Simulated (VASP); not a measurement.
Wanted: the native input for a VASP 6.6.1 run.

```yaml
Task: single point
Functional: PBEsol
Potentials_or_basis: VASP PAW PBE potentials, release 64 (Lu)
Cutoff: 600 eV
k_mesh: 8 × 8 × 8
Occupations: methfessel-paxton, width 0.1 eV
Spin: no spin polarisation
Dipole_correction: no
Further_INCAR_settings: ALGO = Normal; EDIFF = 1e-06; NBANDS = 18
```

The structure of Lu lies in POSCAR:

```
Lu
1.0
    1.9190232388      1.9190232388      1.9190232388
   -1.9190232388      1.9190232388      1.9190232388
   -1.9190232388     -1.9190232388      1.9190232388
Lu
1
Direct
    0.0000000000      0.0000000000      0.0000000000
```

This isn't the form of Lu at room conditions, which is hcp.

These files were run (other wordings do the same):

INCAR

```
PREC     = Accurate       # precision mode
ENCUT    = 600            # plane-wave cutoff, eV
EDIFF    = 1E-6           # SCF threshold, eV
ISMEAR   = 1              # smearing method
SIGMA    = 0.1            # smearing width, eV
LREAL    = F              # projectors in reciprocal space
LASPH    = T              # aspherical terms in the spheres
NELM     = 120            # most SCF steps
ALGO     = Normal         # electronic algorithm
ISIF     = 2              # what is computed and relaxed
LWAVE    = F              # write WAVECAR
LCHARG   = F              # write CHGCAR
GGA      = PS             # functional
NBANDS   = 18             # bands
GGA_COMPAT= F
```

KPOINTS

```
regular mesh
0
Gamma
  8 8 8
```

Potentials or basis: VASP PAW PBE potentials, release 64 (Lu).

Run with:

```sh
$ cat potpaw_PBE.64/Lu/POTCAR > POTCAR
$ mpirun -np 1 vasp_std > vasp.out
```

Results of the run:

```json
{"Pressure": "-0.5 GPa", "Band gap on the k mesh": "zero (an odd number of electrons rules out a gap without spin polarisation)"}
```

Caveat: the PAW data sets were made with another functional, which shifts forces and pressure a little; spin-orbit coupling is left out, which moves the levels of the heavy elements.

Wall time 14 s on 1 thread of Intel Xeon 8259CL, on a shared host, peak memory 0.18 GiB.
